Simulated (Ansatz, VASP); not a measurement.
PbO in VASP and in Ansatz

```
CELL_PARAMETERS angstrom
4.17312 0.00000 0.00000
0.00000 4.17312 0.00000
0.00000 0.00000 4.89645
ATOMIC_POSITIONS crystal
Pb 0.00000 0.50000 0.23510
Pb 0.50000 0.00000 0.76490
O 0.00000 0.00000 0.00000
O 0.50000 0.50000 0.00000
```

Change from the starting cell: strain +0.050 along x and y, -0.025 along z, atoms carried along.

Alike in both runs: task single point; functional PBE; k mesh 8 × 8 × 6; occupations gaussian, width 0.05 eV; no spin polarisation.

```csv
,VASP,Ansatz
version,VASP 6.6.1,Ansatz 0.2.0
potentials or method,"VASP PAW PBE potentials, release 64 (Pb_d, O), cutoff 520 eV","scalar-relativistic, plane waves, PAW"
valence electrons in the cell,40,40
```

Ansatz gave:

```
gap on the k mesh at the Fermi level (eV)                     : 1.49
least direct gap on the mesh (eV)                             : 1.98
pressure (GPa)                                                : -1.6
traceless stress, the component that is largest in VASP (GPa) : 1.83
rms of the force components (eV/Å)                            : 0.096
```

Q: Which values does VASP return?

A: gap on the k mesh at the Fermi level (eV): 1.49; least direct gap on the mesh (eV): 1.96; pressure (GPa): -1.5; traceless stress, the component that is largest in VASP (GPa): 1.80; rms of the force components (eV/Å): 0.083.

Atom by atom the forces differ by 0.013 eV/Å (rms over components).

Neither program's run includes spin-orbit coupling.
